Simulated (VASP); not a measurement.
# In (P6_3/mmc) in VASP: single point with PBE

Aim: the single point of In with PBE.

Program: VASP 6.6.1. These are calculated values, not measurements. Logs are shortened: lines on timing, memory, paths and dates and some standing lists are left out, and cuts for length are marked.

### 1 The cell of the first run

Symmetry: P6_3/mmc, No. 194, hexagonal system. Conventional cell: a = 3.335 Å, b = 3.335 Å, c = 5.509 Å, α = 90.00°, β = 90.00°, γ = 120.00°. In (site symmetry -6m2) has 12 In at 3.34 to 3.36 Å within 4.4 Å.

This isn't the form of In at room conditions, which is tetragonal.

### 2 Single point, PBE

Contents of INCAR:

```
SYSTEM = In
PREC = Accurate
ENCUT = 520
EDIFF = 1E-7
ISMEAR = 0
SIGMA = 0.05
LREAL = .False.
LASPH = .True.
NELM = 100
ALGO = Fast
ISIF = 2
LWAVE = .False.
LCHARG = .False.
GGA = PE
NBANDS = 20
```

Contents of KPOINTS:

```
regular mesh
0
Gamma
  12 12 6
  0 0 0
```

Contents of POSCAR:

```
In
1.0
    3.3354847820      0.0000000000      0.0000000000
   -1.6677423910      2.8886145552      0.0000000000
    0.0000000000      0.0000000000      5.5091429200
In
2
Direct
    0.3333333300      0.6666666700      0.2500000000
    0.6666666700      0.3333333300      0.7500000000
```

Potentials or basis: VASP PAW PBE potentials, release 64 (In_d).

On the command line:

```
cat potpaw_PBE.64/In_d/POTCAR > POTCAR
mpirun -np 1 vasp_std > vasp.out
```

OUTCAR:

```text
SYSTEM = In
   PREC = Accurate
   ENCUT = 520
   EDIFF = 1E-7
   ISMEAR = 0
   LREAL = .False.
   LASPH = .True.
   NELM = 100
   ISIF = 2
   GGA = PE

 ion  position               nearest neighbor table
   1  0.333  0.667  0.250-   2 3.36   2 3.36   2 3.36   2 3.36   2 3.36   2 3.36
   2  0.667  0.333  0.750-   1 3.36   1 3.36   1 3.36   1 3.36   1 3.36   1 3.36

  LATTYP: Found a hexagonal cell.
 ALAT       =     3.3354847820
 C/A-ratio  =     1.6516768266

  Lattice vectors:

 A1 = (   3.3354847820,   0.0000000000,   0.0000000000)
 A2 = (  -1.6677423910,   2.8886145552,   0.0000000000)
 A3 = (   0.0000000000,   0.0000000000,   5.5091429200)

Analysis of symmetry for initial positions (statically):
=====================================================================
 Subroutine PRICEL returns:
 Original cell was already a primitive cell.

 Routine SETGRP: Setting up the symmetry group for a
 hexagonal supercell.

 Subroutine GETGRP returns: Found 24 space group operations
 (whereof 12 operations were pure point group operations)
 out of a pool of 24 trial point group operations.

The static configuration has the point symmetry D_3d.
 The point group associated with its full space group is D_6h.

Analysis of symmetry for dynamics (positions and initial velocities):
=====================================================================
 Subroutine PRICEL returns:
 Original cell was already a primitive cell.

 Routine SETGRP: Setting up the symmetry group for a
 hexagonal supercell.

 Subroutine GETGRP returns: Found 24 space group operations
 (whereof 12 operations were pure point group operations)
 out of a pool of 24 trial point group operations.

The dynamic configuration has the point symmetry D_3d.
 The point group associated with its full space group is D_6h.

 Subroutine INISYM returns: Found 24 space group operations
 (whereof 12 operations are pure point group operations),
 and found     1 'primitive' translations

----------------------------------------------------------------------------------------

                                     Primitive cell

  volume of cell :      53.0802

  direct lattice vectors                    reciprocal lattice vectors
     3.335484782  0.000000000  0.000000000     0.299806495  0.173093360  0.000000000
    -1.667742391  2.888614555  0.000000000     0.000000000  0.346186721  0.000000000
     0.000000000  0.000000000  5.509142920     0.000000000  0.000000000  0.181516438

  length of vectors
     3.335484782  3.335484782  5.509142920     0.346186721  0.346186721  0.181516438

  position of ions in fractional coordinates (direct lattice)
     0.333333330  0.666666670  0.250000000
     0.666666670  0.333333330  0.750000000

  ion indices of the primitive-cell ions
   primitive index   ion index
                 1           1
                 2           2

----------------------------------------------------------------------------------------

 KPOINTS: regular mesh

Automatic generation of k-mesh.
 Grid dimensions read from file:
 generate k-points for:   12   12    6

 Generating k-lattice:

  Cartesian coordinates                     Fractional coordinates (reciprocal lattice)
     0.024983875  0.014424447  0.000000000     0.083333333  0.000000000  0.000000000
     0.000000000  0.028848893  0.000000000     0.000000000  0.083333333  0.000000000
     0.000000000  0.000000000  0.030252740     0.000000000  0.000000000  0.166666667

  Length of vectors
     0.028848893  0.028848893  0.030252740

  Shift w.r.t. Gamma in fractional coordinates (k-lattice)
     0.000000000  0.000000000  0.000000000

 Subroutine IBZKPT returns following result:
 ===========================================

 Found     76 irreducible k-points:

 Following reciprocal coordinates:
            Coordinates               Weight
  0.000000  0.000000  0.000000      1.000000
  0.083333  0.000000  0.000000      6.000000
  0.166667  0.000000  0.000000      6.000000
  0.250000  0.000000  0.000000      6.000000
  0.333333 -0.000000  0.000000      6.000000
  0.416667  0.000000  0.000000      6.000000
[... 16 lines left out ...]
  0.250000  0.000000  0.166667     12.000000
  0.333333 -0.000000  0.166667     12.000000
 [... further k-points ...]
   k-points           NKPTS =     76   k-points in BZ     NKDIM =     76   number of bands    NBANDS=     20
   number of dos      NEDOS =    301   number of ions     NIONS =      2
   total plane-waves  NPLWV =  32928
   dimension x,y,z NGX =    28 NGY =   28 NGZ =   42
   dimension x,y,z NGXF=    56 NGYF=   56 NGZF=   84
   ions per type =               2
   NGX,Y,Z   is equivalent  to a cutoff of  13.96, 13.96, 12.67 a.u.
   NGXF,Y,Z  is equivalent  to a cutoff of  27.91, 27.91, 25.35 a.u.
 SYSTEM =  In
   PREC   = accura    normal or accurate (medium, high low for compatibility)
   ISTART =      0    job   : 0-new  1-cont  2-samecut
   ICHARG =      2    charge: 1-file 2-atom 10-const
   ISPIN  =      1    spin polarized calculation?
   LNONCOLLINEAR =      F non collinear calculations
   LSORBIT =      F    spin-orbit coupling
   LASPH  =      T    aspherical Exc in radial PAW
   ENCUT  =  520.0 eV  38.22 Ry    6.18 a.u.   6.20  6.20 10.24*2*pi/ulx,y,z
   NELM   =    100;   NELMIN=  2; NELMDL= -5     # of ELM steps
   EDIFF  = 0.1E-06   stopping-criterion for ELM
   LREAL  =      F    real-space projection
   EDIFFG = 0.1E-05   stopping-criterion for IOM
   NSW    =      0    number of steps for IOM
   IBRION =     -1    ionic relax: 0-MD 1-quasi-New 2-CG
   NFREE  =      0    steps in history (QN), initial steepest desc. (CG)
   ISIF   =      2    stress and relaxation
   ISYM   =      2    0-nonsym 1-usesym 2-fastsym
   POTIM  = 0.5000    time-step for ionic-motion
   TEBEG  =    0.0;   TEEND  =   0.0 temperature during run
   PSTRESS=    0.0 pullay stress
   NELECT =      26.0000    total number of electrons
   NUPDOWN=      -1.0000    fix difference up-down
   EMIN   =  10.00;   EMAX   =-10.00  energy-range for DOS
   EFERMI =   0.00;   METHOD = LEGACY
   ISMEAR =     0;   SIGMA  =   0.05  broadening in eV -4-tet -1-fermi 0-gaus
   EFERMI_NEDOS =   21; number of points for ismear=-14 and -15
   IALGO  =     68    algorithm
   IMIX   =      4    mixing-type and parameters
     AMIX     =   0.40;   BMIX     =  1.00
     AMIX_MAG =   1.60;   BMIX_MAG =  1.00
  volume/ion in A,a.u.               =      26.54       179.10
  Fermi-wavevector in a.u.,A,eV,Ry     =   1.290491  2.438675 22.658704  1.665368
  Thomas-Fermi vector in A             =   2.422320
   LORBIT       =      0    0 simple, 1 ext, 2 COOP (PROOUT), +10 PAW based schemes
   GGA     = PE    functional components
   LHFCALC =     F    Hartree Fock is set to
   AEXX    =    0.0000 exact exchange contribution
   IVDW    =     0    specifies the selected vdW correction
   LEPSILON=     F    determine dielectric tensor
   LRPA    =     F    only Hartree local field effects (RPA)
 non-spin polarized calculation
 RMM-DIIS sequential band-by-band and
 Gauss-broadening in eV      SIGMA  =   0.05
  energy-cutoff  :      520.00
  volume of cell :       53.08
 maximum number of plane-waves:      1460
 NGX is ok and might be reduce to    28
   NGX = 13   NGY = 13   NGZ = 21

 number of electron      26.0000008 magnetization

 Free energy of the ion-electron system (eV)
  ---------------------------------------------------
  ext. energy  EPLUGINS =         0.00000000
  ---------------------------------------------------
  free energy    TOTEN  =        -5.09750584 eV

  energy without entropy =       -5.09627384  energy(sigma->0) =       -5.09688984

 E-fermi :   7.3551     XC(G=0): -10.1866

 val. band max:        7.3542742723   @ k =   0.4167   0.1667   0.1667
 cond. band min:       7.3687938072   @ k =   0.2500   0.2500   0.1667
 fundamental gap:      0.0145195350
 Fermi energy:         7.3550529327

 k-point     1 :       0.0000    0.0000    0.0000
  band No.  band energies     occupation
      1      -7.3222      2.00000
      2      -7.2679      2.00000
      3      -7.2366      2.00000
      4      -7.2366      2.00000
      5      -7.2101      2.00000
      6      -7.2101      2.00000
[... 12 lines left out ...]
     19      18.2520      0.00000
     20      18.7317      0.00000

 k-point     2 :       0.0833    0.0000    0.0000
  band No.  band energies     occupation
      1      -7.3143      2.00000
      2      -7.2716      2.00000
      3      -7.2258      2.00000
      4      -7.2173      2.00000
      5      -7.2084      2.00000
      6      -7.1917      2.00000
[... 12 lines left out ...]
     19      18.5925      0.00000
     20      19.3114      0.00000

 k-point     3 :       0.1667    0.0000    0.0000
  band No.  band energies     occupation
      1      -7.3279      2.00000
      2      -7.2543      2.00000
      3      -7.2230      2.00000
      4      -7.1834      2.00000
      5      -7.1708      2.00000
      6      -7.1687      2.00000
[... 12 lines left out ...]
     19      17.9188      0.00000
     20      18.9099      0.00000

 k-point     4 :       0.2500    0.0000    0.0000
  band No.  band energies     occupation
      1      -7.3680      2.00000
      2      -7.2512      2.00000
      3      -7.2316      2.00000
      4      -7.1964      2.00000
      5      -7.1935      2.00000
      6      -7.1039      2.00000
[... 12 lines left out ...]
     19      17.1103      0.00000
     20      18.6353      0.00000

 k-point     5 :       0.3333   -0.0000    0.0000
  band No.  band energies     occupation
      1      -7.4089      2.00000
      2      -7.2846      2.00000
      3      -7.2719      2.00000
      4      -7.2165      2.00000
      5      -7.1509      2.00000
      6      -7.1000      2.00000
[... 12 lines left out ...]
     19      16.3490      0.00000
     20      18.0648      0.00000

 k-point     6 :       0.4167    0.0000    0.0000
  band No.  band energies     occupation
      1      -7.4384      2.00000
      2      -7.3253      2.00000
      3      -7.2894      2.00000
      4      -7.2326      2.00000
      5      -7.1238      2.00000
      6      -7.1180      2.00000
[... 12 lines left out ...]
     19      15.8483      0.00000
     20      17.6747      0.00000

 k-point     7 :       0.5000    0.0000    0.0000
  band No.  band energies     occupation
      1      -7.4492      2.00000
      2      -7.3404      2.00000
      3      -7.2961      2.00000
      4      -7.2384      2.00000
      5      -7.1319      2.00000
      6      -7.1061      2.00000
[... 12 lines left out ...]
     19      15.6754      0.00000
     20      17.5414      0.00000
[... 277 lines left out ...]
 k-point    20 :       0.0000    0.0000    0.1667
  band No.  band energies     occupation
      1      -7.3166      2.00000
      2      -7.2691      2.00000
      3      -7.2453      2.00000
      4      -7.2453      2.00000
      5      -7.2171      2.00000
      6      -7.2171      2.00000
[... 12 lines left out ...]
     19      18.3215      0.00000
     20      18.7074      0.00000

 k-point    21 :       0.0833    0.0000    0.1667
  band No.  band energies     occupation
      1      -7.3099      2.00000
      2      -7.2692      2.00000
      3      -7.2416      2.00000
      4      -7.2281      2.00000
      5      -7.2160      2.00000
      6      -7.1987      2.00000
[... 12 lines left out ...]
     19      17.9261      0.00000
     20      19.0340      0.00000

 k-point    22 :       0.1667    0.0000    0.1667
  band No.  band energies     occupation
      1      -7.3240      2.00000
      2      -7.2541      2.00000
      3      -7.2416      2.00000
      4      -7.2032      2.00000
      5      -7.1901      2.00000
      6      -7.1480      2.00000
[... 12 lines left out ...]
     19      17.3140      0.00000
     20      18.7846      0.00000

 k-point    23 :       0.2500    0.0000    0.1667
  band No.  band energies     occupation
      1      -7.3620      2.00000
      2      -7.2605      2.00000
      3      -7.2581      2.00000
      4      -7.1851      2.00000
      5      -7.1759      2.00000
      6      -7.1135      2.00000
[... 12 lines left out ...]
     19      16.4769      0.00000
     20      17.9308      0.00000

 k-point    24 :       0.3333   -0.0000    0.1667
  band No.  band energies     occupation
      1      -7.4005      2.00000
      2      -7.3028      2.00000
      3      -7.2781      2.00000
      4      -7.2014      2.00000
      5      -7.1547      2.00000
      6      -7.1099      2.00000
[... 12 lines left out ...]
     19      15.7444      0.00000
     20      17.4980      0.00000

 [... further k-points ...]

------------------------ aborting loop because EDIFF is reached ----------------------------------------

  FORCE on cell =-STRESS in cart. coord.  units (eV):
  Direction    XX          YY          ZZ          XY          YZ          ZX
  --------------------------------------------------------------------------------------
  -------------------------------------------------------------------------------------
  Total        0.5517202      0.5517202      0.3750751      0.0000000      0.0000000     -0.0000000
  in kB       16.6531692     16.6531692     11.3212970      0.0000000      0.0000000     -0.0000000
  external PRESSURE =      14.8758784 kB  Pullay stress =       0.0000000 kB

 VOLUME and BASIS-vectors are now :
 -----------------------------------------------------------------------------
  energy-cutoff  :      520.00
  volume of cell :       53.08
      direct lattice vectors                 reciprocal lattice vectors
     3.335484782  0.000000000  0.000000000     0.299806495  0.173093360  0.000000000
    -1.667742391  2.888614555  0.000000000     0.000000000  0.346186721  0.000000000
     0.000000000  0.000000000  5.509142920     0.000000000  0.000000000  0.181516438

 POSITION                                       TOTAL-FORCE (eV/Angst)
 -----------------------------------------------------------------------------------
     -0.00000      1.92574      1.37729        -0.000000     -0.000000      0.000000
      1.66774      0.96287      4.13186         0.000000      0.000000      0.000000
 -----------------------------------------------------------------------------------
    total drift:                               -0.000003      0.000001      0.000000

  FREE ENERGIE OF THE ION-ELECTRON SYSTEM (eV)
  ---------------------------------------------------
  free  energy   TOTEN  =        -5.0975058386 eV

  energy  without entropy=       -5.0962738419  energy(sigma->0) =       -5.09688984
```

It took 2.2 min on 1 thread of Intel Xeon 8259CL, shared host; peak memory 0.21 GiB.

Results:

```yaml
Free_energy: -5.0975 eV
Pressure: 1.5 GPa
Band_gap_on_the_k_mesh: zero (bands 13 and 14 overlap by 6.14 eV)
```

Caveat: spin-orbit coupling is left out, which moves the levels of the heavy elements.
